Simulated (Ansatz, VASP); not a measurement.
One calculation of SiO2, two programs

INCAR

```
SYSTEM = SiO2
PREC = Accurate
ENCUT = 520
EDIFF = 1E-6
ISMEAR = 0
SIGMA = 0.05
LREAL = .False.
LASPH = .True.
NELM = 80
ALGO = Normal
ISIF = 2
LWAVE = .False.
LCHARG = .True.
GGA = CA
LELF = .True.
LVHAR = .True.
NBANDS = 25
```

File KPOINTS:

```
Automatic mesh
0
Gamma
  6 6 8
  0 0 0
```

POSCAR

```
SiO2
1.0
    4.1801000000      0.0000000000      0.0000000000
    0.0000000000      4.1801000000      0.0000000000
    0.0000000000      0.0000000000      2.6613102772
Si O
2 4
Direct
    0.5000000000      0.5000000000      0.5000000000
    0.0000000000      0.0000000000      0.0000000000
    0.6944252994      0.6944252994      0.0000000000
    0.1944252994      0.8055747006      0.5000000000
    0.3055747006      0.3055747006      0.0000000000
    0.8055747006      0.1944252994      0.5000000000
```

Input for Ansatz:

```yaml
crystal:
  lattice:
    - [4.1801, 0.0, 0.0]
    - [0.0, 4.1801, 0.0]
    - [0.0, 0.0, 2.6613102772]
  atoms:
    - { symbol: Si, position: [0.5, 0.5, 0.5] }
    - { symbol: Si, position: [0.0, 0.0, 0.0] }
    - { symbol: O, position: [0.6944252994, 0.6944252994, 0.0] }
    - { symbol: O, position: [0.1944252994, 0.8055747006, 0.5] }
    - { symbol: O, position: [0.3055747006, 0.3055747006, 0.0] }
    - { symbol: O, position: [0.8055747006, 0.1944252994, 0.5] }
basis:
  ecutwfc: 520.0
kpoints:
  mp_grid: { grid: [6, 6, 8] }
hamiltonian:
  xc: lda
  pseudopotentials: { kind: paw, azcp: { folder: soft_1 } }
scf:
  occupations: { method: gaussian, width: 0.05 }
output:
  forces: true
  stress: true
  eigenvalues: true
```

Alike in both runs: task single point; functional LDA; k mesh 6 × 6 × 8; occupations gaussian, width 0.05 eV; no spin polarisation.

|  | VASP | Ansatz |
| --- | --- | --- |
| version | VASP 6.6.1 | Ansatz 0.2.0 |
| potentials or method | VASP PAW LDA potentials, release 64 (Si, O), cutoff 520 eV | scalar-relativistic, plane waves, PAW |
| valence electrons in the cell | 32 | 32 |

```tsv
	VASP	Ansatz	Ansatz less VASP
gap on the k mesh at the Fermi level (eV)	5.62	5.62	0.000
least direct gap on the mesh (eV)	5.62	5.62	0.000
pressure (GPa)	-2.6	-3.7	-1.04
traceless stress, the component that is largest in VASP (GPa)	2.02	1.36	-0.661
rms of the force components (eV/Å)	0.037	0.053	+0.0167
```

Ansatz warns that its potentials were made for another functional, while VASP's fit it. LDA's correlation is that of Perdew and Zunger in VASP and of Perdew and Wang (1992) in Ansatz. Atom by atom the forces differ by 0.017 eV/Å (rms over components).
